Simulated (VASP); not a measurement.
Set up this calculation in VASP 6.6.1, as the native input.

| Property | Result |
| --- | --- |
| Task | single point |
| Functional | r2SCAN |
| Potentials or basis | VASP PAW PBE potentials, release 64 (N, B, As) |
| Cutoff | 520 eV |
| k mesh | 8 × 8 × 6 |
| Occupations | fermi-dirac, width 0.02 eV |
| Spin | no spin polarisation |
| Dipole correction | no |
| Further INCAR settings | ALGO = Normal; EDIFF = 1e-06; NBANDS = 16 |

The system is B2AsN.

```xyz
4
Lattice="3.0473 0.0000 0.0000 0.0000 3.0473 0.0000 0.0000 0.0000 4.3583" Properties=species:S:1:pos:R:3 pbc="T T T"
N     0.0000    0.0000    0.0000
B     0.0000    1.5236    3.4925
B     1.5236    0.0000    0.8658
As    1.5236    1.5236    2.1792
```

This cell differs from its parent crystal: volume changed by +6%.

The input as run:

POSCAR

```
B2AsN
1.0
    3.0472654019      0.0000000000      0.0000000000
    0.0000000000      3.0472654019      0.0000000000
    0.0000000000      0.0000000000      4.3583071445
N B As
1 2 1
Direct
    0.0000000000      0.0000000000      0.0000000000
    0.0000000000      0.5000000000      0.8013540279
    0.5000000000      0.0000000000      0.1986459721
    0.5000000000      0.5000000000      0.5000000000
```

INCAR.step1

```
SYSTEM = B2AsN
ALGO = Normal
EDIFF = 1E-4
ENCUT = 520
GGA = PE
ISMEAR = -1
LASPH = .TRUE.
LCHARG = .FALSE.
LREAL = .FALSE.
LWAVE = .TRUE.
NBANDS = 16
NELM = 80
PREC = Accurate
SIGMA = 0.02
```

INCAR.step2

```
SYSTEM = B2AsN
ALGO = Normal
EDIFF = 1E-6
ENCUT = 520
ISIF = 2
ISMEAR = -1
ISTART = 1
LASPH = .TRUE.
LCHARG = .FALSE.
LMIXTAU = .TRUE.
LREAL = .FALSE.
LWAVE = .FALSE.
METAGGA = R2SCAN
NBANDS = 16
NELM = 80
PREC = Accurate
SIGMA = 0.02
```

KPOINTS

```
k-points
0
G
  8 8 6
  0 0 0
```

Potentials or basis: VASP PAW PBE potentials, release 64 (N, B, As).

Command:

```bash
$ cat potpaw_PBE.64/N/POTCAR potpaw_PBE.64/B/POTCAR potpaw_PBE.64/As/POTCAR > POTCAR
$ cp INCAR.step1 INCAR
$ mpirun -np 1 vasp_std > vasp.out
$ cp INCAR.step2 INCAR
$ mpirun -np 1 vasp_std > vasp.out
```

It gave:

* Pressure: -10.7 GPa
* Largest force: 0.254 eV/Å
* Band gap on the k mesh: 0.18 eV, direct

Caveat: the PAW data sets were made with another functional, which shifts forces and pressure a little.

It took 72 s on 1 thread of Intel(R) Xeon(R) Platinum 8488C (Sapphire Rapids) (shared host), peak memory 0.18 GiB.
